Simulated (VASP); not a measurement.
Write the native input for VASP 6.6.1 that does the following.

- Task: single point
- Functional: BLYP
- Dispersion: D3(BJ)
- Potentials or basis: VASP PAW PBE potentials, release 64 (Co, Si)
- Cutoff: 520 eV
- k mesh: 8 × 8 × 8
- Occupations: gaussian, width 0.05 eV
- Spin: collinear spin, ferromagnetic start
- Starting moments: [0.05, 0.0, 0.0] μB
- Dipole correction: no
- Further INCAR settings: ALGO = Normal; EDIFF = 1e-06; NBANDS = 20

The structure of CoSi2 lies in POSCAR:

```
CoSi2
1.0
    0.0000000000      2.6486297933      2.6486297933
    2.6486297933      0.0000000000      2.6486297933
    2.6486297933      2.6486297933      0.0000000000
Co Si
1 2
Direct
    0.0000000000      0.0000000000      0.0000000000
    0.2500000000      0.2500000000      0.2500000000
    0.7500000000      0.7500000000      0.7500000000
```

These files were run (other wordings do the same):

INCAR

```
SYSTEM = CoSi2
AGGAC = 1.0
AGGAX = 1.0
ALDAC = 0.0
ALDAX = 1.0
ALGO = Normal
EDIFF = 1E-6
ENCUT = 520
GGA = B5
ISIF = 2
ISMEAR = 0
ISPIN = 2
IVDW = 12
LASPH = .True.
LCHARG = .False.
LMAXMIX = 4
LORBIT = 11
LREAL = .False.
LWAVE = .False.
MAGMOM = 0.05 0 0
NBANDS = 20
NELM = 150
PREC = Accurate
SIGMA = 0.05
VDW_A1 = 0.4298
VDW_A2 = 4.2359
VDW_S6 = 1.0
VDW_S8 = 2.6996
```

KPOINTS

```
k-points
0
Gamma
  8 8 8
  0 0 0
```

Potentials or basis: VASP PAW PBE potentials, release 64 (Co, Si).

Command:

```sh
$ cat potpaw_PBE.64/Co/POTCAR potpaw_PBE.64/Si/POTCAR > POTCAR
$ mpirun -np 1 vasp_std > vasp.out
```

It gave:

* Pressure: 0.6 GPa
* Net moment: 0.00 μB per cell
* Valence electrons inside the program's atomic spheres: Co 8.97; Si 1.63
* Dispersion energy per atom: -1.028 eV

Caveat: the PAW data sets were made with another functional, which shifts forces and pressure a little; pairwise dispersion overbinds metals, which lowers pressure and volume.

Wall time 42 s on 1 thread of Intel(R) Xeon(R) Platinum 8488C (Sapphire Rapids), with other jobs on the host, peak memory 0.19 GiB.
